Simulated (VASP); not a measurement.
Input of a VASP 6.6.1 run:

INCAR

```
SYSTEM = TlZnCl3
PREC = Accurate
ENCUT = 520
EDIFF = 1E-7
ISMEAR = 0
SIGMA = 0.01
LREAL = .FALSE.
LASPH = .TRUE.
NELM = 100
ALGO = Normal
ISIF = 2
LWAVE = .FALSE.
LCHARG = .FALSE.
GGA = PE
NBANDS = 31
```

KPOINTS

```
Automatic mesh
0
G
  4 4 4
  0 0 0
```

Contents of POSCAR:

```
TlZnCl3
1.0
    4.8743241886      0.0000000000      0.0000000000
    0.0000000000      4.8743241886      0.0000000000
    0.0000000000      0.0000000000      4.8743241886
Tl Zn Cl
1 1 3
Direct
    0.0000000000      0.0000000000      0.0000000000
    0.5000000000      0.5000000000      0.5000000000
    0.5000000000      0.5000000000      0.0000000000
    0.5000000000      0.0000000000      0.5000000000
    0.0000000000      0.5000000000      0.5000000000
```

Potentials or basis: VASP PAW PBE potentials, release 64 (Tl_d, Zn, Cl).

Launch:

```bash
$ cat potpaw_PBE.64/Tl_d/POTCAR potpaw_PBE.64/Zn/POTCAR potpaw_PBE.64/Cl/POTCAR > POTCAR
$ mpirun -np 1 vasp_std > vasp.out
```

(1) What does it give for the band gap on the k mesh?

(2) What does it give for the pressure?

## Answers

(1) 1.71 eV (least direct gap 2.39 eV).

(2) 2.6 GPa.

Caveat: spin-orbit coupling is left out, which moves the levels of the heavy elements.
